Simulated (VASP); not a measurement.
# C (Fd-3m) in VASP: notebook

The runs below take C through single point, with LDA.

Program: VASP 6.6.1. These are calculated values, not measurements. Logs are shortened: lines on timing, memory, paths and dates and some standing lists are left out, and cuts for length are marked.

**1. The cell of the first run**

The structure is cubic, space group Fd-3m (No. 227). Conventional cell: a = 3.532 Å, b = 3.532 Å, c = 3.532 Å, α = 90.00°, β = 90.00°, γ = 90.00°. C (site symmetry -43m) has 4 C at 1.53 Å within 2.0 Å.

**2. Single point, LDA**

Input file INCAR:

```
SYSTEM = C
ALGO = Normal ; EDIFF = 1E-6
ENCUT = 600 ; GGA = CA
GGA_COMPAT = .FALSE. ; ISIF = 2
ISMEAR = 0 ; LASPH = .TRUE.
LCHARG = .FALSE. ; LREAL = .FALSE.
LWAVE = .FALSE. ; NBANDS = 11
NELM = 120 ; PREC = Accurate
SIGMA = 0.1
```

Input file KPOINTS:

```
k-points
0
G
  10 10 10
  0 0 0
```

Input file POSCAR:

```
C
1.0
    0.0000000000      1.7660493893      1.7660493893
    1.7660493893      0.0000000000      1.7660493893
    1.7660493893      1.7660493893      0.0000000000
C
2
Direct
    0.5000000000      0.5000000000      0.5000000000
    0.7500000000      0.7500000000      0.7500000000
```

Potentials or basis: VASP PAW LDA potentials, release 64 (C).

Run with:

```bash
$ cat potpaw_LDA.64/C/POTCAR > POTCAR
$ mpirun -np 1 vasp_std > vasp.out
```

OUTCAR:

```text
SYSTEM = C
   EDIFF = 1E-6
   ENCUT = 600
   GGA = CA
   ISIF = 2
   ISMEAR = 0
   LASPH = .TRUE.
   LREAL = .FALSE.
   NELM = 120
   PREC = Accurate

 ion  position               nearest neighbor table
   1  0.500  0.500  0.500-   2 1.53   2 1.53   2 1.53   2 1.53
   2  0.750  0.750  0.750-   1 1.53   1 1.53   1 1.53   1 1.53

  LATTYP: Found a face centered cubic cell.
 ALAT       =     3.5320987786

  Lattice vectors:

 A1 = (   0.0000000000,   1.7660493893,   1.7660493893)
 A2 = (   1.7660493893,   0.0000000000,   1.7660493893)
 A3 = (   1.7660493893,   1.7660493893,   0.0000000000)

Analysis of symmetry for initial positions (statically):
=====================================================================
 Subroutine PRICEL returns:
 Original cell was already a primitive cell.

 Routine SETGRP: Setting up the symmetry group for a
 face centered cubic supercell.

 Subroutine GETGRP returns: Found 48 space group operations
 (whereof 24 operations were pure point group operations)
 out of a pool of 48 trial point group operations.

The static configuration has the point symmetry T_d .
 The point group associated with its full space group is O_h .

Analysis of symmetry for dynamics (positions and initial velocities):
=====================================================================
 Subroutine PRICEL returns:
 Original cell was already a primitive cell.

 Routine SETGRP: Setting up the symmetry group for a
 face centered cubic supercell.

 Subroutine GETGRP returns: Found 48 space group operations
 (whereof 24 operations were pure point group operations)
 out of a pool of 48 trial point group operations.

The dynamic configuration has the point symmetry T_d .
 The point group associated with its full space group is O_h .

 Subroutine INISYM returns: Found 48 space group operations
 (whereof 24 operations are pure point group operations),
 and found     1 'primitive' translations

----------------------------------------------------------------------------------------

                                     Primitive cell

  volume of cell :      11.0164

  direct lattice vectors                    reciprocal lattice vectors
     0.000000000  1.766049389  1.766049389    -0.283117790  0.283117790  0.283117790
     1.766049389  0.000000000  1.766049389     0.283117790 -0.283117790  0.283117790
     1.766049389  1.766049389  0.000000000     0.283117790  0.283117790 -0.283117790

  length of vectors
[... 84 lines left out ...]
   EDIFFG = 0.1E-04   stopping-criterion for IOM
   NSW    =      0    number of steps for IOM
   IBRION =     -1    ionic relax: 0-MD 1-quasi-New 2-CG
   NFREE  =      0    steps in history (QN), initial steepest desc. (CG)
   ISIF   =      2    stress and relaxation
   ISYM   =      2    0-nonsym 1-usesym 2-fastsym
   POTIM  = 0.5000    time-step for ionic-motion
   TEBEG  =    0.0;   TEEND  =   0.0 temperature during run
   PSTRESS=    0.0 pullay stress
   NELECT =       8.0000    total number of electrons
   NUPDOWN=      -1.0000    fix difference up-down
   EMIN   =  10.00;   EMAX   =-10.00  energy-range for DOS
   EFERMI =   0.00;   METHOD = LEGACY
   ISMEAR =     0;   SIGMA  =   0.10  broadening in eV -4-tet -1-fermi 0-gaus
   EFERMI_NEDOS =   21; number of points for ismear=-14 and -15
   IALGO  =     38    algorithm
   IMIX   =      4    mixing-type and parameters
     AMIX     =   0.40;   BMIX     =  1.00
     AMIX_MAG =   1.60;   BMIX_MAG =  1.00
  volume/ion in A,a.u.               =       5.51        37.17
  Fermi-wavevector in a.u.,A,eV,Ry     =   1.471495  2.780721 29.460642  2.165296
  Thomas-Fermi vector in A             =   2.586624
   LORBIT       =      0    0 simple, 1 ext, 2 COOP (PROOUT), +10 PAW based schemes
   GGA     = CA    functional components
   LHFCALC =     F    Hartree Fock is set to
   AEXX    =    0.0000 exact exchange contribution
   IVDW    =     0    specifies the selected vdW correction
   LEPSILON=     F    determine dielectric tensor
   LRPA    =     F    only Hartree local field effects (RPA)
 non-spin polarized calculation
 Gauss-broadening in eV      SIGMA  =   0.10
  energy-cutoff  :      600.00
  volume of cell :       11.02
 maximum number of plane-waves:       377
   NGX =  9   NGY =  9   NGZ =  9

 number of electron       7.9999998 magnetization

 Free energy of the ion-electron system (eV)
  ---------------------------------------------------
  ext. energy  EPLUGINS =         0.00000000
  ---------------------------------------------------
  free energy    TOTEN  =       -20.25196549 eV

  energy without entropy =      -20.25196549  energy(sigma->0) =      -20.25196549

 E-fermi :  10.7408     XC(G=0): -13.6417

 val. band max:       10.1550781802   @ k =   0.0000   0.0000   0.0000
 cond. band min:      14.3582799527   @ k =   0.4000   0.4000   0.0000
 fundamental gap:      4.2032017725
 Fermi energy:        10.7407736910

 k-point     1 :       0.0000    0.0000    0.0000
  band No.  band energies     occupation
      1     -11.5568      2.00000
      2      10.1551      2.00000
      3      10.1551      2.00000
      4      10.1551      2.00000
      5      15.7804      0.00000
      6      15.7804      0.00000
      7      15.7804      0.00000
      8      24.3856      0.00000
      9      29.5479      0.00000
     10      37.1165      0.00000
     11      37.1165      0.00000
[... 309 lines left out ...]
 k-point    24 :       0.4000    0.3000    0.0000
  band No.  band energies     occupation
      1      -6.8739      2.00000
      2       2.1294      2.00000
      3       4.0184      2.00000
      4       4.6512      2.00000
      5      14.9941      0.00000
      6      18.2022      0.00000
      7      24.4422      0.00000
      8      24.5492      0.00000
      9      32.3011      0.00000
     10      33.1376      0.00000
     11      41.2922      0.00000

 [... further k-points ...]
[... 5 lines left out ...]
  --------------------------------------------------------------------------------------
  -------------------------------------------------------------------------------------
  Total        0.0476353      0.0476353      0.0476353      0.0000000      0.0000000      0.0000000
  in kB        6.9278913      6.9278913      6.9278913      0.0000000      0.0000000      0.0000000
  external PRESSURE =       6.9278913 kB  Pullay stress =       0.0000000 kB

 VOLUME and BASIS-vectors are now :
 -----------------------------------------------------------------------------
  energy-cutoff  :      600.00
  volume of cell :       11.02
      direct lattice vectors                 reciprocal lattice vectors
     0.000000000  1.766049389  1.766049389    -0.283117790  0.283117790  0.283117790
     1.766049389  0.000000000  1.766049389     0.283117790 -0.283117790  0.283117790
     1.766049389  1.766049389  0.000000000     0.283117790  0.283117790 -0.283117790

 POSITION                                       TOTAL-FORCE (eV/Angst)
 -----------------------------------------------------------------------------------
      1.76605      1.76605      1.76605         0.000000      0.000000      0.000000
      2.64907      2.64907      2.64907        -0.000000     -0.000000     -0.000000
 -----------------------------------------------------------------------------------
    total drift:                                0.000000     -0.000000      0.000000

  FREE ENERGIE OF THE ION-ELECTRON SYSTEM (eV)
  ---------------------------------------------------
  free  energy   TOTEN  =       -20.2519654909 eV

  energy  without entropy=      -20.2519654909  energy(sigma->0) =      -20.25196549
```

stdout:

```text
POSCAR found type information on POSCAR C
 POSCAR found :  1 types and       2 ions
 scaLAPACK will be used
 LDA part: xc-table for (Slater(with rela. corr.)+CA(PZ))
 , standard interpolation
 POSCAR, INCAR and KPOINTS ok, starting setup
 FFT: planning ... GRIDC
 FFT: planning ... GRID_SOFT
 FFT: planning ... GRID
 WAVECAR not read
 entering main loop
```

Wall time 4.1 s (1 thread of AMD EPYC 7R13 (Zen 3), shared host); peak memory 0.08 GiB.

Results:

```
Free energy            : -20.2520 eV
Pressure               : 0.7 GPa
Band gap on the k mesh : 4.20 eV (least direct gap 5.63 eV)
```

Levels at points of the mesh, in eV from the valence-band top:
```
           k point  band 1  band 2  band 3  band 4  band 5  band 6  band 7  band 8  band 9
(0.00, 0.00, 0.00)  -21.71    0.00    0.00    0.00    5.63    5.63    5.63   14.23   19.39
(0.50, 0.00, 0.00)  -15.70  -13.69   -2.86   -2.86    8.51    8.51    9.42   15.67   21.95
(0.50, 0.50, 0.00)  -12.82  -12.82   -6.47   -6.47    4.77    4.77   17.07   17.07   23.47
```

A k mesh can miss the band edges. A hybrid or GW would open this gap; LDA tends to underestimate it.

**3. Single point, LDA**

Input file INCAR:

```
ALGO = Normal
EDIFF = 1E-6
ENCUT = 600
GGA = CA
GGA_COMPAT = False
ISIF = 2
ISMEAR = 0
LASPH = True
LCHARG = False
LREAL = False
LWAVE = False
NBANDS = 11
NELM = 120
PREC = Accurate
SIGMA = 0.02
```

Input file KPOINTS:

```
k-points
0
Gamma
  12 12 12
```

Input file POSCAR:

```
C
1.0
    0.0000000000      1.7658687228      1.7658687228
    1.7658687228      0.0000000000      1.7658687228
    1.7658687228      1.7658687228      0.0000000000
C
2
Direct
    0.5000000000      0.5000000000      0.5000000000
    0.7500000000      0.7500000000      0.7500000000
```

Potentials or basis: VASP PAW LDA potentials, release 64 (C).

Run with:

```bash
$ cat potpaw_LDA.64/C/POTCAR > POTCAR
$ mpirun -np 1 vasp_std > vasp.out
```

It took 6 s on 1 thread of AMD EPYC 7R13 (Zen 3), shared host; peak memory 0.08 GiB.

Results (log left out):

```
Free energy            : -20.2521 eV
Pressure               : 0.8 GPa
Band gap on the k mesh : 4.20 eV (least direct gap 5.63 eV)
```

Levels at points of the mesh, in eV from the valence-band top:
| k point | band 2 | band 3 | band 4 | band 5 | band 6 | band 7 |
| --- | --- | --- | --- | --- | --- | --- |
| (0.00, 0.00, 0.00) | 0.00 | 0.00 | 0.00 | 5.63 | 5.63 | 5.63 |
| (0.50, 0.00, 0.00) | -13.69 | -2.87 | -2.87 | 8.51 | 8.51 | 9.42 |
| (0.50, 0.50, 0.00) | -12.82 | -6.47 | -6.47 | 4.77 | 4.77 | 17.08 |

A k mesh can miss the band edges.
